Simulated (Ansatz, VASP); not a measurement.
## One calculation of Cs, two programs

File INCAR:

```
SYSTEM = Cs
  PREC = Accurate
  ENCUT = 520
  EDIFF = 1E-6
  ISMEAR = 0
  SIGMA = 0.15
  LREAL = .FALSE.
  LASPH = .TRUE.
  NELM = 80
  ALGO = Fast
  ISIF = 2
  LWAVE = .FALSE.
  LCHARG = .FALSE.
  NBANDS = 10
```

File KPOINTS:

```
regular mesh
0
G
  10 10 10
  0 0 0
```

POSCAR

```
Cs
1.0
    0.1109482343      3.9483357400      3.9483357400
    4.0592839743      0.0000000000      4.0592839743
    3.9483357400      3.9483357400      0.1109482343
Cs
1
Direct
    0.0000000000      0.0000000000      0.0000000000
```

Input for Ansatz:

```yaml
crystal:
  lattice:
    - [0.1109482343, 3.94833574, 3.94833574]
    - [4.0592839743, 0.0, 4.0592839743]
    - [3.94833574, 3.94833574, 0.1109482343]
  atoms:
    - { symbol: Cs, position: [0.0, 0.0, 0.0] }
basis:
  ecutwfc: 420
kpoints:
  mp_grid: { grid: [10, 10, 10] }
hamiltonian:
  xc: lda
scf:
  occupations: { method: gaussian, width: 0.15 }
output:
  forces: true
  stress: true
  eigenvalues: true
```

Change from the starting cell: strain +0.0562 x Voigt [0, 0, 0, 0, 1, 0], atoms carried along.

Alike in both runs: task single point; functional LDA; k mesh 10 × 10 × 10; occupations gaussian, width 0.15 eV; no spin polarisation.

|  | VASP | Ansatz |
| --- | --- | --- |
| version | VASP 6.6.1 | Ansatz 0.2.0 |
| potentials or method | VASP PAW LDA potentials, release 64 (Cs_sv), cutoff 520 eV | scalar-relativistic, plane waves, PAW |
| valence electrons in the cell | 9 | 9 |

```csv
,VASP,Ansatz,Ansatz less VASP
gap on the k mesh at the Fermi level (eV),none,none,-
pressure (GPa),-0.4,-0.4,+0.01
```

LDA's correlation is that of Perdew and Zunger in VASP and of Perdew and Wang (1992) in Ansatz. A gap of «none» marks a metal or a gap that the smearing closes.

Spin-orbit coupling is off throughout.
